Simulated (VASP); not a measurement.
Write the native input for VASP 6.6.1 that does the following.

```
Task                   : relaxation of cell and atoms
Functional             : RPBE
Dispersion             : D4
Potentials or basis    : VASP PAW PBE potentials, release 64 (Pb_d, S)
Cutoff                 : 600 eV
k mesh                 : 8 × 8 × 8
Occupations            : fermi-dirac, width 0.05 eV
Spin                   : no spin polarisation
Dipole correction      : no
Further INCAR settings : ALGO = Normal; EDIFF = 1e-06; IBRION = 2; EDIFFG = -0.01; NSW = 60; ISIF = 3
```

The structure of PbS (Galena) lies in POSCAR:

```
PbS
1.0
    0.0000000000      2.9657500000      2.9657500000
    2.9657500000      0.0000000000      2.9657500000
    2.9657500000      2.9657500000      0.0000000000
Pb S
1 1
Direct
    0.0000000000      0.0000000000      0.0000000000
    0.5000000000      0.5000000000      0.5000000000
```

These files were run (other wordings do the same):

INCAR

```
PREC = Accurate ; ENCUT = 600
EDIFF = 1E-6 ; ISMEAR = -1
SIGMA = 0.05 ; LREAL = False
LASPH = True ; NELM = 60
ALGO = Normal ; ISIF = 3
LWAVE = False ; LCHARG = False
GGA = RP ; IVDW = 13
IBRION = 2 ; NSW = 60
EDIFFG = -0.01
```

KPOINTS

```
Automatic mesh
0
Gamma
  8 8 8
```

Potentials or basis: VASP PAW PBE potentials, release 64 (Pb_d, S).

Command:

```sh
$ cat potpaw_PBE.64/Pb_d/POTCAR potpaw_PBE.64/S/POTCAR > POTCAR
$ mpirun -np 1 vasp_std > vasp.out
```

It gave:

```
Relaxed volume                         : 26.21 Å³/atom
Relaxed cell                           : a = 4.201 Å, b = 4.201 Å, c = 4.201 Å, α = 60.00°, β = 60.00°, γ = 60.00°
Space group after relaxing (to 0.05 Å) : Fm-3m (No. 225)
Energy gained by relaxing              : 0.1 meV/atom
Ionic steps                            : 3
Pressure after relaxing                : 0.0 GPa
Band gap on the k mesh                 : 0.48 eV, direct
Dispersion energy per atom             : -0.710 eV
```

Caveat: the PAW data sets were made with another functional, which shifts forces and pressure a little; spin-orbit coupling is left out, which moves the levels of the heavy elements.

It took 84 s on 1 thread of Intel Xeon 6975P-C (shared host), peak memory 0.22 GiB.
